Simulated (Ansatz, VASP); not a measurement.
## NaH: VASP beside Ansatz

INCAR

```
PREC = Accurate
ENCUT = 600
EDIFF = 1E-7
ISMEAR = -1
SIGMA = 0.02
LREAL = F
LASPH = T
NELM = 80
ALGO = Normal
ISIF = 3
LWAVE = F
LCHARG = F
GGA = PE
IBRION = 2
NSW = 80
EDIFFG = -0.01
```

KPOINTS

```
regular mesh
0
Gamma
  10 10 10
```

The input POSCAR:

```
NaH
1.0
    0.0000000000      2.4400000000      2.4400000000
    2.4400000000      0.0000000000      2.4400000000
    2.4400000000      2.4400000000      0.0000000000
Na H
1 1
Direct
    0.0000000000      0.0000000000      0.0000000000
    0.5000000000      0.5000000000      0.5000000000
```

Input for Ansatz:

```yaml
crystal:
  lattice:
    - [0.0, 2.44, 2.44]
    - [2.44, 0.0, 2.44]
    - [2.44, 2.44, 0.0]
  atoms:
    - { symbol: Na, position: [0.0, 0.0, 0.0] }
    - { symbol: H, position: [0.5, 0.5, 0.5] }
  symmetry: { tolerance: 0.0003 }
hamiltonian:
  xc: pbe
  pseudopotentials: { kind: paw, azcp: { folder: soft_1 } }
basis:
  ecutwfc: 420
magnetization:
  spin_polarized: false
scf:
  occupations: { method: fermi_dirac, width: 0.02 }
kpoints:
  mp_grid: { grid: [10, 10, 10], shift: [0, 0, 0] }
output:
  forces: true
  stress: true
  eigenvalues: true
relax:
  max_steps: 60
  cell: {}
```

Alike in both runs: task relaxation of cell and atoms; functional PBE; k mesh 10 × 10 × 10; occupations fermi-dirac, width 0.02 eV; no spin polarisation.

```csv
,VASP,Ansatz
version,VASP 6.6.1,Ansatz 0.2.0
potentials or method,"VASP PAW PBE potentials, release 64 (Na_pv, H), cutoff 600 eV",PAW plane waves
valence electrons in the cell,8,10
```

```tsv
	VASP	Ansatz	Ansatz less VASP
gap on the k mesh at the Fermi level, each at its own relaxed structure (eV)	3.77	3.78	+0.008
relaxed volume (Å³/atom)	14.16	14.10	-0.057
relaxed cell length with the largest relative difference (Å)	3.421	3.417	-0.0046
```

VASP's potentials hold 8 valence electrons a cell and Ansatz's 10, so a difference there can come from the potentials and not from the codes.
